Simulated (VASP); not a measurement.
Set up this calculation in VASP 6.6.1, as the native input.

```
Task                   : electric field gradients
Functional             : PBEsol
Potentials or basis    : VASP PAW PBE potentials, release 64 (W_sv)
Cutoff                 : 520 eV
k mesh                 : 14 × 14 × 14
Occupations            : fermi-dirac, width 0.05 eV
Spin                   : no spin polarisation
Dipole correction      : no
Further INCAR settings : ALGO = Normal; EDIFF = 1e-08; NBANDS = 13
```

The structure of W lies in POSCAR:

```
W
1.0
   -0.0203000000      2.0198500000      2.0198500000
    2.0198500000     -0.0203000000      2.0198500000
    2.0198500000      2.0198500000     -0.0203000000
W
1
Direct
    0.0000000000      0.0000000000      0.0000000000
```

This isn't the form of W at room conditions, which is bcc.

This cell differs from its parent crystal: equal xy, yz and zx shear strains of -1 %.

The input as run:

INCAR

```
SYSTEM = W
PREC = Accurate
ENCUT = 520
EDIFF = 1E-8
ISMEAR = -1
SIGMA = 0.05
LREAL = .FALSE.
LASPH = .TRUE.
NELM = 100
ALGO = Normal
ISIF = 2
LWAVE = .FALSE.
LCHARG = .FALSE.
GGA = PS
LEFG = .TRUE.
NBANDS = 13
```

KPOINTS

```
regular mesh
0
G
  14 14 14
  0 0 0
```

Potentials or basis: VASP PAW PBE potentials, release 64 (W_sv).

Run with:

```bash
$ cat potpaw_PBE.64/W_sv/POTCAR > POTCAR
$ mpirun -np 1 vasp_std > vasp.out
```

It gave:

- Pressure: -12.1 GPa
- Band gap on the k mesh: zero (bands 7 and 8 overlap by 3.50 eV)
- Largest electric field gradient by atom: W -7.6 V/Å²

Caveat: the cell differs from its parent crystal (equal xy, yz and zx shear strains of -1 %); the cell stands under tension; without QUAD_EFG the Cq values of the log hold for a quadrupole moment of 1 mb, not for the nuclei; the PAW data sets were made with another functional, which shifts forces and pressure a little; spin-orbit coupling is left out, which moves the levels of the heavy elements.

It took 75 s on 1 thread of Intel Xeon 8259CL, with other jobs on the host, peak memory 0.19 GiB.
